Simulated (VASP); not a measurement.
## CoSi: single point with PBEsol-based screened hybrid

CoSi:

```
Co Si
1.0
     2.78133    0.00000    0.00000
     0.00000    2.78133    0.00000
     0.00000    0.00000    2.78133
Co Si
1 1
Direct
  0.00000 0.00000 0.00000
  0.50000 0.50000 0.50000
```

| Item | Value |
| --- | --- |
| Program | VASP 6.6.1 |
| Task | single point |
| Functional | PBEsol-based screened hybrid |
| Potentials or basis | VASP PAW PBE potentials, release 64 (Co, Si) |
| Cutoff | 520 eV |
| k mesh | 5 × 5 × 5 |
| Occupations | fermi-dirac, width 0.05 eV |
| Spin | collinear spin, ferromagnetic start |
| Starting moments | [2.0, 0.0] μB |

* Pressure: -8.0 GPa
* Net moment: 0.87 μB per cell
* Site moments: Co +0.97; Si +0.02 μB
* Valence electrons inside the program's atomic spheres: Co 8.65; Si 1.60

Levels at points of the mesh, in eV from the Fermi level:
Spin up:
| k point | band 3 | band 4 | band 5 | band 6 | band 7 | band 8 | band 9 | band 10 | band 11 | band 12 |
| --- | --- | --- | --- | --- | --- | --- | --- | --- | --- | --- |
| (0.00, 0.00, 0.00) | -7.12 | -3.94 | -3.94 | -3.94 | 2.70 | 2.70 | 2.70 | 7.09 | 7.09 | 12.42 |
Spin down:
| k point | band 3 | band 4 | band 5 | band 6 | band 7 | band 8 | band 9 | band 10 |
| --- | --- | --- | --- | --- | --- | --- | --- | --- |
| (0.00, 0.00, 0.00) | -4.44 | -3.04 | -3.04 | -3.04 | 2.68 | 2.68 | 2.68 | 8.33 |

It took 12 min on 1 thread of AMD EPYC 7R13 Processor (Zen 3), with other jobs on the host, peak memory 0.22 GiB.

Caveat: the k points lie up to 0.45 Å⁻¹ apart; the PAW data sets were made with another functional, which shifts forces and pressure a little.
